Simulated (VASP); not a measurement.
# MnF2 (P4_2/mnm) in VASP: single point with PBE

Aim: the single point of MnF2 with PBE.

Everything below comes from runs of VASP 6.6.1. Logs are shortened: lines on timing, memory, paths and dates and some standing lists are left out, and cuts for length are marked.

**1. The cell of the first run**

Symmetry: P4_2/mnm, No. 136, tetragonal system. The conventional cell has a = 4.823 Å, b = 4.823 Å, c = 3.307 Å, α = 90.00°, β = 90.00°, γ = 90.00°. Mn (site symmetry mmm) has 6 F at 2.08 to 2.12 Å within 2.7 Å. F (site symmetry m2m) has 3 Mn at 2.08 to 2.12 Å and 1 F at 2.67 Å within 2.7 Å.

**2. Single point, PBE, collinear spin, ferromagnetic start (volume scaled by 0.94, then relaxed in part)**

Contents of INCAR:

```
PREC = Accurate ; ENCUT = 520
EDIFF = 1E-7 ; ISMEAR = 0
SIGMA = 0.02 ; LREAL = F
LASPH = T ; NELM = 150
ALGO = Normal ; ISIF = 2
LWAVE = F ; LCHARG = F
ISPIN = 2 ; MAGMOM = 4.65 4.65 0 0 0 0
LORBIT = 11 ; LMAXMIX = 4
GGA = PE ; NBANDS = 40
```

Contents of KPOINTS:

```
regular mesh
0
Gamma
  6 6 8
```

Contents of POSCAR:

```
MnF2
1.0
    4.8227905467      0.0000000000      0.0000000000
    0.0000000000      4.8227905467      0.0000000000
    0.0000000000      0.0000000000      3.3065356828
Mn F
2 4
Direct
    0.0000000000      0.0000000000      0.0000000000
    0.5000000000      0.5000000000      0.5000000000
    0.3043166277      0.3043166277      0.0000000000
    0.1956833723      0.8043166277      0.5000000000
    0.6956833723      0.6956833723      0.0000000000
    0.8043166277      0.1956833723      0.5000000000
```

Potentials or basis: VASP PAW PBE potentials, release 64 (Mn_pv, F).

On the command line:

```
cat potpaw_PBE.64/Mn_pv/POTCAR potpaw_PBE.64/F/POTCAR > POTCAR
mpirun -np 1 vasp_std > vasp.out
```

OUTCAR:

```text
PREC = Accurate
   ENCUT = 520
   EDIFF = 1E-7
   ISMEAR = 0
   LREAL = F
   LASPH = T
   NELM = 150
   ISIF = 2
   ISPIN = 2
   LORBIT = 11
   GGA = PE

 ion  position               nearest neighbor table
   1  0.000  0.000  0.000-   3 2.08   5 2.08   4 2.12   6 2.12   4 2.12   6 2.12
   2  0.500  0.500  0.500-   4 2.08   6 2.08   5 2.12   3 2.12   3 2.12   5 2.12
   3  0.304  0.304  0.000-   1 2.08   2 2.12   2 2.12
   4  0.196  0.804  0.500-   2 2.08   1 2.12   1 2.12
   5  0.696  0.696  0.000-   1 2.08   2 2.12   2 2.12
   6  0.804  0.196  0.500-   2 2.08   1 2.12   1 2.12

  LATTYP: Found a simple tetragonal cell.
 ALAT       =     4.8227905467
 C/A-ratio  =     0.6856063208

  Lattice vectors:

 A1 = (   4.8227905467,   0.0000000000,   0.0000000000)
 A2 = (   0.0000000000,   4.8227905467,   0.0000000000)
 A3 = (   0.0000000000,   0.0000000000,   3.3065356828)

Analysis of symmetry for initial positions (statically):
=====================================================================
 Subroutine PRICEL returns:
 Original cell was already a primitive cell.

 Routine SETGRP: Setting up the symmetry group for a
 simple tetragonal supercell.

 Subroutine GETGRP returns: Found 16 space group operations
 (whereof  8 operations were pure point group operations)
 out of a pool of 16 trial point group operations.

The static configuration has the point symmetry D_2h.
 The point group associated with its full space group is D_4h.

Analysis of symmetry for dynamics (positions and initial velocities):
=====================================================================
 Subroutine PRICEL returns:
 Original cell was already a primitive cell.

 Routine SETGRP: Setting up the symmetry group for a
 simple tetragonal supercell.

 Subroutine GETGRP returns: Found 16 space group operations
 (whereof  8 operations were pure point group operations)
 out of a pool of 16 trial point group operations.

The dynamic configuration has the point symmetry D_2h.
 The point group associated with its full space group is D_4h.

Analysis of structural, dynamic, and magnetic symmetry:
=====================================================================
 Subroutine PRICEL returns:
 Original cell was already a primitive cell.

 Routine SETGRP: Setting up the symmetry group for a
 simple tetragonal supercell.

 Subroutine GETGRP returns: Found 16 space group operations
 (whereof  8 operations were pure point group operations)
 out of a pool of 16 trial point group operations.

[... 146 lines left out ...]
   NGX = 17   NGY = 17   NGZ = 13

 number of electron      54.0000027 magnetization       9.9999996

 number of electron      54.0000027 magnetization      10.0000020

 Free energy of the ion-electron system (eV)
  ---------------------------------------------------
  ext. energy  EPLUGINS =         0.00000000
  ---------------------------------------------------
  free energy    TOTEN  =       -39.24408748 eV

  energy without entropy =      -39.24408748  energy(sigma->0) =      -39.24408748

 E-fermi :   4.0133     XC(G=0):  -9.8702

 val. band max:        3.7512538841   @ k =   0.0000   0.0000   0.0000
 cond. band min:       4.7987322182   @ k =   0.0000   0.0000   0.0000
 fundamental gap:      1.0474783340
 Fermi energy:         4.0132992248

 spin component 1

 k-point     1 :       0.0000    0.0000    0.0000
  band No.  band energies     occupation
      1     -46.5360      1.00000
      2     -46.5360      1.00000
      3     -46.4684      1.00000
      4     -46.4662      1.00000
      5     -46.4644      1.00000
      6     -46.4644      1.00000
[... 997 lines left out ...]
     38      13.7934      0.00000
     39      14.5462      0.00000

 [... further k-points ...]

 spin component 2

 k-point     1 :       0.0000    0.0000    0.0000
  band No.  band energies     occupation
      1     -41.5829      1.00000
      2     -41.5829      1.00000
      3     -41.4976      1.00000
      4     -41.4976      1.00000
      5     -41.4959      1.00000
      6     -41.4927      1.00000
[... 997 lines left out ...]
     38      14.7805      0.00000
     39      15.4051      0.00000

 [... further k-points ...]

 [bands above 39 left out]

------------------------ aborting loop because EDIFF is reached ----------------------------------------

  FORCE on cell =-STRESS in cart. coord.  units (eV):
  Direction    XX          YY          ZZ          XY          YZ          ZX
  --------------------------------------------------------------------------------------
  -------------------------------------------------------------------------------------
  Total        2.8781623      2.8781623      2.9191353      0.0000000      0.0000000      0.0000000
  in kB       59.9592015     59.9592015     60.8127698      0.0000000      0.0000000      0.0000000
  external PRESSURE =      60.2437243 kB  Pullay stress =       0.0000000 kB

 VOLUME and BASIS-vectors are now :
 -----------------------------------------------------------------------------
  energy-cutoff  :      520.00
  volume of cell :       76.91
      direct lattice vectors                 reciprocal lattice vectors
     4.822790547  0.000000000  0.000000000     0.207348835  0.000000000  0.000000000
     0.000000000  4.822790547  0.000000000     0.000000000  0.207348835  0.000000000
     0.000000000  0.000000000  3.306535683     0.000000000  0.000000000  0.302431335

 POSITION                                       TOTAL-FORCE (eV/Angst)
 -----------------------------------------------------------------------------------
      0.00000      0.00000      0.00000        -0.000000      0.000000      0.000000
      2.41140      2.41140      1.65327        -0.000000      0.000000      0.000000
      1.46766      1.46766      0.00000         0.004378      0.004378     -0.000000
      0.94374      3.87905      1.65327        -0.004378      0.004378      0.000000
      3.35514      3.35514      0.00000        -0.004378     -0.004378      0.000000
      3.87905      0.94374      1.65327         0.004378     -0.004378      0.000000
 -----------------------------------------------------------------------------------
    total drift:                                0.000000     -0.000000      0.000000

  FREE ENERGIE OF THE ION-ELECTRON SYSTEM (eV)
  ---------------------------------------------------
  free  energy   TOTEN  =       -39.2440874843 eV

  energy  without entropy=      -39.2440874843  energy(sigma->0) =      -39.24408748

 total charge

# of ion       s       p       d       tot
------------------------------------------
    1        0.169   6.153   4.959  11.280
    2        0.169   6.153   4.959  11.280
    3        1.735   4.373   0.000   6.108
    4        1.735   4.373   0.000   6.108
    5        1.735   4.373   0.000   6.108
    6        1.735   4.373   0.000   6.108
--------------------------------------------------
tot          7.278  29.796   9.918  46.992

 magnetization (x)

# of ion       s       p       d       tot
------------------------------------------
    1        0.025   0.022   4.539   4.586
    2        0.025   0.022   4.539   4.586
    3        0.009   0.084   0.000   0.093
    4        0.009   0.084   0.000   0.093
    5        0.009   0.084   0.000   0.093
    6        0.009   0.084   0.000   0.093
--------------------------------------------------
tot          0.085   0.378   9.079   9.543
```

Run time: 4.5 min. Hardware: 1 thread of Intel Xeon Platinum 8259CL at 2.50GHz (Skylake/Cascade Lake), shared host; peak memory 0.35 GiB.

What came out:

| Property | Result |
| --- | --- |
| Free energy | -39.2441 eV |
| Pressure | 6.0 GPa |
| Largest force | 0.006 eV/Å |
| Band gap on the k mesh | 1.05 eV, direct |
| Net moment | 10.00 μB per cell |
| Site moments | Mn +4.59; F +0.09 μB |
| Valence electrons inside the program's atomic spheres | Mn 11.28; F 6.11 |

Forces on the atoms (eV/Å):
```
Mn   0.000  0.000  0.000
Mn   0.000  0.000  0.000
F    0.004  0.004  0.000
F   -0.004  0.004  0.000
F   -0.004 -0.004  0.000
F    0.004 -0.004  0.000
```

Levels at points of the mesh, in eV from the valence-band top:
Spin up:
```tsv
k point	band 28	band 29	band 30	band 31	band 32	band 33	band 34	band 35	band 36	band 37
(0.00, 0.00, 0.00)	-1.82	-1.64	-0.65	-0.65	0.00	1.05	6.39	6.39	7.87	9.54
(0.50, 0.00, 0.00)	-2.05	-0.84	-0.84	-0.79	-0.79	3.44	3.44	7.75	7.75	9.85
(0.50, 0.50, 0.00)	-1.99	-1.15	-1.15	-0.65	-0.65	5.01	5.01	5.48	5.48	11.98
(0.00, 0.00, 0.50)	-1.95	-1.35	-1.35	-1.02	-1.02	5.66	5.66	9.48	9.48	9.71
(0.50, 0.00, 0.50)	-1.89	-1.75	-1.75	-0.35	-0.35	6.78	6.78	6.90	6.90	10.91
(0.50, 0.50, 0.50)	-2.07	-1.38	-1.38	-0.85	-0.85	6.81	6.81	7.84	7.84	8.64
```
Spin down:
| k point | band 20 | band 21 | band 22 | band 23 | band 24 | band 25 |
| --- | --- | --- | --- | --- | --- | --- |
| (0.00, 0.00, 0.00) | -4.88 | -4.88 | -4.59 | 1.56 | 1.61 | 2.03 |
| (0.50, 0.00, 0.00) | -5.68 | -4.92 | -4.92 | 1.80 | 1.80 | 2.24 |
| (0.50, 0.50, 0.00) | -5.35 | -5.25 | -5.25 | 1.67 | 1.67 | 2.13 |
| (0.00, 0.00, 0.50) | -5.55 | -5.29 | -5.29 | 2.06 | 2.06 | 2.15 |
| (0.50, 0.00, 0.50) | -5.35 | -5.10 | -5.10 | 1.76 | 1.76 | 2.18 |
| (0.50, 0.50, 0.50) | -5.09 | -4.98 | -4.98 | 2.02 | 2.02 | 2.13 |

Caveat: only a ferromagnetic start was run, and an antiferromagnetic order may lie lower in energy. A k mesh can miss the band edges.
